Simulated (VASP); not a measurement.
Here is a VASP 6.6.1 calculation.

File INCAR:

```
SYSTEM = LiCl
PREC = Accurate
ENCUT = 520
EDIFF = 1E-6
ISMEAR = 0
SIGMA = 0.05
LREAL = .False.
LASPH = .True.
NELM = 80
ALGO = Normal
ISIF = 2
LWAVE = .False.
LCHARG = .False.
GGA = PE
NBANDS = 12
```

KPOINTS

```
Automatic mesh
0
Gamma
  8 8 8
  0 0 0
```

POSCAR

```
LiCl
1.0
    0.0000000000      2.4878172000      2.6417028000
    2.4878172000      0.0000000000      2.6417028000
    2.4878172000      2.4878172000      0.0000000000
Li Cl
1 1
Direct
    0.0000000000      0.0000000000      0.0000000000
    0.5000000000      0.5000000000      0.5000000000
```

Potentials or basis: VASP PAW PBE potentials, release 64 (Li_sv, Cl).

Command:

```sh
$ cat potpaw_PBE.64/Li_sv/POTCAR potpaw_PBE.64/Cl/POTCAR > POTCAR
$ mpirun -np 1 vasp_std > vasp.out
```

(1) Estimate the band gap on the k mesh.

Results:

(1) 6.44 eV, direct.

Caveat: the cell differs from its parent crystal (strain -0.030 along x and y, +0.030 along z).
